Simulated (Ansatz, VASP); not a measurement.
**Two plane-wave programs on TaN**

```
Ta N
1.0
     0.00000    2.17433    2.17433
     2.17433    0.00000    2.17433
     2.17433    2.17433    0.00000
Ta N
1 1
Direct
  0.50000 0.50000 0.50000
  0.00000 0.00000 0.00000
```

Alike in both runs: functional LDA; k mesh 16 × 16 × 16; occupations gaussian, width 0.1 eV; no spin polarisation.

Ansatz relaxed the structure, and its values are those at the end. VASP's run is a single point on that final structure, the one shown.

|  | VASP | Ansatz |
| --- | --- | --- |
| version | VASP 6.6.1 | Ansatz 0.2.0 |
| potentials or method | VASP PAW LDA potentials, release 64 (Ta_pv, N), cutoff 520 eV | scalar-relativistic, plane waves, PAW |
| valence electrons in the cell | 16 | 18 |

```csv
,VASP,Ansatz,Ansatz less VASP
gap on the k mesh at the Fermi level (eV),none,none,-
pressure (GPa),2.0,0.0,-2.06
```

LDA's correlation is that of Perdew and Zunger in VASP and of Perdew and Wang (1992) in Ansatz. A gap of «none» marks a metal or a gap that the smearing closes. VASP's potentials hold 16 valence electrons a cell and Ansatz's 18, so a difference there can come from the potentials and not from the codes.

Spin-orbit coupling is off throughout.
